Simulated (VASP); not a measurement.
A run of VASP 6.6.1:

The input INCAR:

```
  ALGO = Normal
  EDIFF = 1E-6
  ENCUT = 500
  GGA = PE
  GGA_COMPAT = F
  ISIF = 2
  ISMEAR = 0
  LASPH = T
  LCHARG = F
  LREAL = F
  LWAVE = F
  NBANDS = 11
  NELM = 120
  PREC = Accurate
  SIGMA = 0.15
```

KPOINTS

```
k-points
0
Gamma
  8 8 8
```

Contents of POSCAR:

```
Pd
1.0
    0.0000000000      2.0178337500      1.9449000000
    2.0178337500      0.0000000000      1.9449000000
    2.0178337500      2.0178337500      0.0000000000
Pd
1
Direct
    0.0000000000      0.0000000000      0.0000000000
```

Potentials or basis: VASP PAW PBE potentials, release 64 (Pd).

Run with:

```console
$ cat potpaw_PBE.64/Pd/POTCAR > POTCAR
$ mpirun -np 1 vasp_std > vasp.out
```

Hardware: 1 thread of Intel Xeon 8259CL (shared host).

Problem. How long does it take, and how much memory?

Solution. It took 13 s on 1 thread of Intel Xeon 8259CL, on a shared host, peak memory 0.13 GiB. Counts: scf iterations 11, k points 59.
